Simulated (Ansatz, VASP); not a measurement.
Given: the input of a run of VASP 6.6.1 on Sb.

Contents of POSCAR:

```
Sb
1.0
    3.0802022053      0.0000000000      0.0000000000
    0.0000000000      4.2887605540      0.0000000000
   -0.0383890571      0.0000000000      4.3463061600
Sb
2
Direct
    0.0113890000      0.2500000000      0.2411660000
    0.9886110000      0.7500000000      0.7588340000
```

The input INCAR.step1:

```
  PREC = Accurate
  ENCUT = 520
  ISMEAR = -1
  SIGMA = 0.05
  LREAL = F
  LASPH = T
  NELM = 60
  NBANDS = 12
  GGA = PE
  ALGO = Normal
  EDIFF = 1E-4
  LWAVE = T
  LCHARG = F
```

INCAR.step2

```
  PREC = Accurate
  ENCUT = 520
  EDIFF = 1E-6
  ISMEAR = -1
  SIGMA = 0.05
  LREAL = F
  LASPH = T
  NELM = 60
  ALGO = Normal
  ISIF = 2
  LWAVE = F
  LCHARG = F
  METAGGA = R2SCAN
  LMIXTAU = T
  NBANDS = 12
  ISTART = 1
```

KPOINTS

```
Automatic mesh
0
Gamma
  9 6 6
```

Potentials or basis: VASP PAW PBE potentials, release 64 (Sb).

Command:

```sh
$ cat potpaw_PBE.64/Sb/POTCAR > POTCAR
$ cp INCAR.step1 INCAR
$ mpirun -np 1 vasp_std > vasp.out
$ cp INCAR.step2 INCAR
$ mpirun -np 1 vasp_std > vasp.out
```

Q: Set up the same calculation for Ansatz 0.2.0. Potentials there: Ansatz PAW.

A: As run (the cutoff follows the program's own potentials):

File input.yaml:

```yaml
crystal:
  lattice:
    - [3.0802022053, 0.0, 0.0]
    - [0.0, 4.288760554, 0.0]
    - [-0.0383890571, 0.0, 4.34630616]
  atoms:
    - { symbol: Sb, position: [0.011389, 0.25, 0.241166] }
    - { symbol: Sb, position: [0.988611, 0.75, 0.758834] }
hamiltonian:
  xc: r2scan
  pseudopotentials: { kind: paw }
kpoints:
  mp_grid: { grid: [9, 6, 6] }
scf:
  occupations: { method: fermi_dirac, width: 0.05 }
output:
  forces: true
  stress: true
  eigenvalues: true
```

Potentials or basis: Ansatz PAW.

Run with:

```bash
$ ansatz run input.yaml --threads 2 --pin off --max-ram 5632MiB --backend cpu --events-out ev --progress --plain --runs-dir out
```

Both were run:

|  | VASP | Ansatz | Ansatz less VASP |
| --- | --- | --- | --- |
| gap on the k mesh at the Fermi level (eV) | none | none | - |
| pressure (GPa) | 1.7 | 1.6 | -0.05 |
| traceless stress, the component that is largest in VASP (GPa) | 0.13 | 0.13 | 0.000 |
| rms of the force components (eV/Å) | 0.061 | 0.056 | -0.0046 |

VASP's potentials were made for PBE, not for r2SCAN. Atom by atom the forces differ by 0.005 eV/Å (rms over components). A gap of «none» marks a metal or a gap that the smearing closes. VASP's potentials hold 10 valence electrons a cell and Ansatz's 30, so a difference there can come from the potentials and not from the codes.

Spin-orbit coupling is off throughout.
